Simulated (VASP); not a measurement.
# B5O (P6/mmm) in VASP: further runs

The runs below take B5O through single point, relaxation of cell and atoms, with PBE.

All numbers are computed with VASP 6.6.1; they aren't measurements. Logs are shortened: lines on timing, memory, paths and dates and some standing lists are left out, and cuts for length are marked.

### Step 1. The cell of the first run

It takes space group P6/mmm (No. 191, hexagonal). Conventional cell: a = 2.910 Å, b = 2.910 Å, c = 5.842 Å, α = 90.00°, β = 90.00°, γ = 120.00°. Within 2.2 Å of B (site symmetry 3m) lie 6 B at 1.68 to 2.11 Å. B (site symmetry 6/mmm) has 12 B at 2.11 Å within 2.8 Å. O (site symmetry 6/mmm) has 14 B at 2.36 to 2.92 Å and 6 O at 2.91 Å within 3.1 Å.

### Step 2. Single point, PBE

The input, INCAR:

```
SYSTEM = B5O
PREC = Accurate
ENCUT = 520
EDIFF = 1E-7
ISMEAR = 0
SIGMA = 0.1
LREAL = .False.
LASPH = .True.
NELM = 100
ALGO = Normal
ISIF = 2
LWAVE = .False.
LCHARG = .False.
GGA = PE
NBANDS = 20
```

The input, KPOINTS:

```
regular mesh
0
Gamma
  12 12 6
  0 0 0
```

The input, POSCAR:

```
B5O
1.0
    2.9102828131      0.0000000000      0.0000000000
   -1.4551414066      2.5203788484      0.0000000000
    0.0000000000      0.0000000000      5.8424278485
B O
5 1
Direct
    0.3333333333      0.6666666667      0.7172181530
    0.3333333333      0.6666666667      0.2827818470
    0.6666666667      0.3333333333      0.2827818470
    0.6666666667      0.3333333333      0.7172181530
    0.0000000000      0.0000000000      0.5000000000
    0.0000000000      0.0000000000      0.0000000000
```

Potentials or basis: VASP PAW PBE potentials, release 64 (B, O).

Started as:

```sh
cat potpaw_PBE.64/B/POTCAR potpaw_PBE.64/O/POTCAR > POTCAR
mpirun -np 1 vasp_std > vasp.out
```

OUTCAR:

```text
SYSTEM = B5O
   PREC = Accurate
   ENCUT = 520
   EDIFF = 1E-7
   ISMEAR = 0
   LREAL = .False.
   LASPH = .True.
   NELM = 100
   ISIF = 2
   GGA = PE

 ion  position               nearest neighbor table
   1  0.333  0.667  0.717-   4 1.68   4 1.68   4 1.68   5 2.11   5 2.11   5 2.11
   2  0.333  0.667  0.283-   3 1.68   3 1.68   3 1.68   5 2.11   5 2.11   5 2.11
   3  0.667  0.333  0.283-   2 1.68   2 1.68   2 1.68   5 2.11   5 2.11   5 2.11
   4  0.667  0.333  0.717-   1 1.68   1 1.68   1 1.68   5 2.11   5 2.11   5 2.11
   5  0.000  0.000  0.500-   1 2.11   2 2.11   3 2.11   4 2.11   3 2.11   4 2.11   1 2.11   2 2.11
                             3 2.11   4 2.11   1 2.11   2 2.11
   6  0.000  0.000  0.000-

  LATTYP: Found a hexagonal cell.
 ALAT       =     2.9102828131
 C/A-ratio  =     2.0075120611

  Lattice vectors:

 A1 = (   2.9102828131,   0.0000000000,   0.0000000000)
 A2 = (  -1.4551414066,   2.5203788484,   0.0000000000)
 A3 = (   0.0000000000,   0.0000000000,   5.8424278485)

Analysis of symmetry for initial positions (statically):
=====================================================================
 Subroutine PRICEL returns:
 Original cell was already a primitive cell.

 Routine SETGRP: Setting up the symmetry group for a
 hexagonal supercell.

 Subroutine GETGRP returns: Found 24 space group operations
 (whereof 24 operations were pure point group operations)
 out of a pool of 24 trial point group operations.

The static configuration has the point symmetry D_6h.

Analysis of symmetry for dynamics (positions and initial velocities):
=====================================================================
 Subroutine PRICEL returns:
 Original cell was already a primitive cell.

 Routine SETGRP: Setting up the symmetry group for a
 hexagonal supercell.

 Subroutine GETGRP returns: Found 24 space group operations
 (whereof 24 operations were pure point group operations)
 out of a pool of 24 trial point group operations.

The dynamic configuration has the point symmetry D_6h.

 Subroutine INISYM returns: Found 24 space group operations
 (whereof 24 operations are pure point group operations),
 and found     1 'primitive' translations

----------------------------------------------------------------------------------------

                                     Primitive cell

  volume of cell :      42.8543

  direct lattice vectors                    reciprocal lattice vectors
     2.910282813  0.000000000  0.000000000     0.343609217  0.198382874  0.000000000
    -1.455141407  2.520378848  0.000000000     0.000000000  0.396765748  0.000000000
     0.000000000  0.000000000  5.842427848     0.000000000  0.000000000  0.171161720

  length of vectors
     2.910282813  2.910282813  5.842427848     0.396765748  0.396765748  0.171161720

  position of ions in fractional coordinates (direct lattice)
     0.333333333  0.666666667  0.717218153
     0.333333333  0.666666667  0.282781847
     0.666666667  0.333333333  0.282781847
     0.666666667  0.333333333  0.717218153
     0.000000000  0.000000000  0.500000000
     0.000000000  0.000000000  0.000000000

  ion indices of the primitive-cell ions
   primitive index   ion index
                 1           1
                 2           2
                 3           3
                 4           4
                 5           5
                 6           6

----------------------------------------------------------------------------------------

 KPOINTS: regular mesh

Automatic generation of k-mesh.
 Grid dimensions read from file:
 generate k-points for:   12   12    6

 Generating k-lattice:

  Cartesian coordinates                     Fractional coordinates (reciprocal lattice)
     0.028634101  0.016531906  0.000000000     0.083333333  0.000000000  0.000000000
     0.000000000  0.033063812  0.000000000     0.000000000  0.083333333  0.000000000
     0.000000000  0.000000000  0.028526953     0.000000000  0.000000000  0.166666667

  Length of vectors
     0.033063812  0.033063812  0.028526953

  Shift w.r.t. Gamma in fractional coordinates (k-lattice)
     0.000000000  0.000000000  0.000000000

 Subroutine IBZKPT returns following result:
 ===========================================

 Found     76 irreducible k-points:

 Following reciprocal coordinates:
            Coordinates               Weight
  0.000000  0.000000  0.000000      1.000000
  0.083333 -0.000000  0.000000      6.000000
  0.166667 -0.000000  0.000000      6.000000
  0.250000  0.000000  0.000000      6.000000
  0.333333 -0.000000  0.000000      6.000000
  0.416667  0.000000  0.000000      6.000000
[... 16 lines left out ...]
  0.250000  0.000000  0.166667     12.000000
  0.333333 -0.000000  0.166667     12.000000
 [... further k-points ...]
   k-points           NKPTS =     76   k-points in BZ     NKDIM =     76   number of bands    NBANDS=     20
   number of dos      NEDOS =    301   number of ions     NIONS =      6
   total plane-waves  NPLWV =  27648
   dimension x,y,z NGX =    24 NGY =   24 NGZ =   48
   dimension x,y,z NGXF=    48 NGYF=   48 NGZF=   96
   ions per type =               5   1
   NGX,Y,Z   is equivalent  to a cutoff of  13.71, 13.71, 13.66 a.u.
   NGXF,Y,Z  is equivalent  to a cutoff of  27.42, 27.42, 27.32 a.u.
 SYSTEM =  B5O
   PREC   = accura    normal or accurate (medium, high low for compatibility)
   ISTART =      0    job   : 0-new  1-cont  2-samecut
   ICHARG =      2    charge: 1-file 2-atom 10-const
   ISPIN  =      1    spin polarized calculation?
   LNONCOLLINEAR =      F non collinear calculations
   LSORBIT =      F    spin-orbit coupling
   LASPH  =      T    aspherical Exc in radial PAW
   ENCUT  =  520.0 eV  38.22 Ry    6.18 a.u.   5.41  5.41 10.86*2*pi/ulx,y,z
   NELM   =    100;   NELMIN=  2; NELMDL= -5     # of ELM steps
   EDIFF  = 0.1E-06   stopping-criterion for ELM
   LREAL  =      F    real-space projection
   EDIFFG = 0.1E-05   stopping-criterion for IOM
   NSW    =      0    number of steps for IOM
   IBRION =     -1    ionic relax: 0-MD 1-quasi-New 2-CG
   NFREE  =      0    steps in history (QN), initial steepest desc. (CG)
   ISIF   =      2    stress and relaxation
   ISYM   =      2    0-nonsym 1-usesym 2-fastsym
   POTIM  = 0.5000    time-step for ionic-motion
   TEBEG  =    0.0;   TEEND  =   0.0 temperature during run
   PSTRESS=    0.0 pullay stress
   NELECT =      21.0000    total number of electrons
   NUPDOWN=      -1.0000    fix difference up-down
   EMIN   =  10.00;   EMAX   =-10.00  energy-range for DOS
   EFERMI =   0.00;   METHOD = LEGACY
   ISMEAR =     0;   SIGMA  =   0.10  broadening in eV -4-tet -1-fermi 0-gaus
   EFERMI_NEDOS =   21; number of points for ismear=-14 and -15
   IALGO  =     38    algorithm
   IMIX   =      4    mixing-type and parameters
     AMIX     =   0.40;   BMIX     =  1.00
     AMIX_MAG =   1.60;   BMIX_MAG =  1.00
  volume/ion in A,a.u.               =       7.14        48.20
  Fermi-wavevector in a.u.,A,eV,Ry     =   1.290674  2.439020 22.665111  1.665839
  Thomas-Fermi vector in A             =   2.422491
   LORBIT       =      0    0 simple, 1 ext, 2 COOP (PROOUT), +10 PAW based schemes
   GGA     = PE    functional components
   LHFCALC =     F    Hartree Fock is set to
   AEXX    =    0.0000 exact exchange contribution
   IVDW    =     0    specifies the selected vdW correction
   LEPSILON=     F    determine dielectric tensor
   LRPA    =     F    only Hartree local field effects (RPA)
 non-spin polarized calculation
 Gauss-broadening in eV      SIGMA  =   0.10
  energy-cutoff  :      520.00
  volume of cell :       42.85
 maximum number of plane-waves:      1180
 NGX is ok and might be reduce to    24
   NGX = 11   NGY = 11   NGZ = 21

 number of electron      20.9999997 magnetization

 Free energy of the ion-electron system (eV)
  ---------------------------------------------------
  ext. energy  EPLUGINS =         0.00000000
  ---------------------------------------------------
  free energy    TOTEN  =       -32.57241995 eV

  energy without entropy =      -32.56263194  energy(sigma->0) =      -32.56752594

 E-fermi :   6.2636     XC(G=0): -12.0057

 val. band max:        6.2600341669   @ k =   0.0833  -0.0000   0.3333
 cond. band min:       6.2702500251   @ k =   0.0833  -0.0000   0.0000
 fundamental gap:      0.0102158582
 Fermi energy:         6.2635893867

 k-point     1 :       0.0000    0.0000    0.0000
  band No.  band energies     occupation
      1     -12.3513      2.00000
      2      -9.2436      2.00000
      3      -6.4409      2.00000
      4       1.4964      2.00000
      5       2.0473      2.00000
      6       4.8395      2.00000
[... 12 lines left out ...]
     19      15.7680      0.00000
     20      15.8197      0.00000

 k-point     2 :       0.0833   -0.0000    0.0000
  band No.  band energies     occupation
      1     -12.2768      2.00000
      2      -9.1304      2.00000
      3      -6.3210      2.00000
      4       1.4085      2.00000
      5       2.1630      2.00000
      6       4.0008      2.00000
[... 12 lines left out ...]
     19      16.0784      0.00000
     20      16.4667      0.00000

 k-point     3 :       0.1667   -0.0000    0.0000
  band No.  band energies     occupation
      1     -12.0650      2.00000
      2      -8.7910      2.00000
      3      -5.9625      2.00000
      4       1.0859      2.00000
      5       2.2663      2.00000
      6       2.4966      2.00000
[... 12 lines left out ...]
     19      16.7008      0.00000
     20      17.3510      0.00000

 k-point     4 :       0.2500    0.0000    0.0000
  band No.  band energies     occupation
      1     -11.7548      2.00000
      2      -8.2259      2.00000
      3      -5.3698      2.00000
      4      -0.0651      2.00000
      5       1.0502      2.00000
      6       2.2384      2.00000
[... 429 lines left out ...]
 k-point    23 :       0.2500    0.0000    0.1667
  band No.  band energies     occupation
      1     -11.7345      2.00000
      2      -8.3674      2.00000
      3      -5.1106      2.00000
      4       0.0271      2.00000
      5       0.5910      2.00000
      6       2.3050      2.00000
[... 12 lines left out ...]
     19      17.1343      0.00000
     20      17.7952      0.00000

 k-point    24 :       0.3333   -0.0000    0.1667
  band No.  band energies     occupation
      1     -11.4028      2.00000
      2      -7.5428      2.00000
      3      -4.3579      2.00000
      4      -1.8209      2.00000
      5       0.0788      2.00000
      6       1.6176      2.00000
[... 12 lines left out ...]
     19      17.2976      0.00000
     20      18.8673      0.00000

 [... further k-points ...]

------------------------ aborting loop because EDIFF is reached ----------------------------------------

  FORCE on cell =-STRESS in cart. coord.  units (eV):
  Direction    XX          YY          ZZ          XY          YZ          ZX
  --------------------------------------------------------------------------------------
  -------------------------------------------------------------------------------------
  Total       -0.0038887     -0.0038887     -0.0178579      0.0000000      0.0000000     -0.0000000
  in kB       -0.1453842     -0.1453842     -0.6676459      0.0000000      0.0000000     -0.0000000
  external PRESSURE =      -0.3194714 kB  Pullay stress =       0.0000000 kB

 VOLUME and BASIS-vectors are now :
 -----------------------------------------------------------------------------
  energy-cutoff  :      520.00
  volume of cell :       42.85
      direct lattice vectors                 reciprocal lattice vectors
     2.910282813  0.000000000  0.000000000     0.343609217  0.198382874  0.000000000
    -1.455141407  2.520378848  0.000000000     0.000000000  0.396765748  0.000000000
     0.000000000  0.000000000  5.842427848     0.000000000  0.000000000  0.171161720

 POSITION                                       TOTAL-FORCE (eV/Angst)
 -----------------------------------------------------------------------------------
     -0.00000      1.68025      4.19030        -0.000000      0.000000      0.003395
     -0.00000      1.68025      1.65213        -0.000000      0.000000     -0.003395
      1.45514      0.84013      1.65213         0.000000     -0.000000     -0.003395
      1.45514      0.84013      4.19030         0.000000     -0.000000      0.003395
      0.00000      0.00000      2.92121         0.000000      0.000000     -0.000000
      0.00000      0.00000      0.00000         0.000000      0.000000     -0.000000
 -----------------------------------------------------------------------------------
    total drift:                               -0.000000      0.000000      0.000000

  FREE ENERGIE OF THE ION-ELECTRON SYSTEM (eV)
  ---------------------------------------------------
  free  energy   TOTEN  =       -32.5724199493 eV

  energy  without entropy=      -32.5626319401  energy(sigma->0) =      -32.56752594
```

It took 23 s on 1 thread of Intel Xeon 6975P-C (Granite Rapids), shared host; peak memory 0.19 GiB.

What came out:

```yaml
Free_energy: -32.5724 eV
Pressure: 0.0 GPa
Largest_force: 0.003 eV/Å
```

Forces on the atoms (eV/Å):
```
B    0.000  0.000  0.003
B    0.000  0.000 -0.003
B    0.000  0.000 -0.003
B    0.000  0.000  0.003
B    0.000  0.000  0.000
O    0.000  0.000  0.000
```

Levels at points of the mesh, in eV from the Fermi level:
| k point | band 9 | band 10 | band 11 | band 12 | band 13 | band 14 |
| --- | --- | --- | --- | --- | --- | --- |
| (0.00, 0.00, 0.00) | -0.72 | 0.32 | 0.32 | 1.05 | 1.05 | 2.36 |
| (0.50, 0.00, 0.00) | -1.80 | -1.47 | -0.36 | 1.34 | 2.05 | 2.67 |
| (0.00, 0.00, 0.50) | -0.64 | 0.21 | 0.21 | 0.83 | 0.83 | 0.97 |
| (0.50, 0.00, 0.50) | -3.28 | -2.51 | -0.33 | 1.16 | 2.46 | 2.93 |

Caveat: an odd number of electrons without spin polarisation forces a metal; a magnetic or distorted state may lie lower.

(Continued in part 2 of 2.)
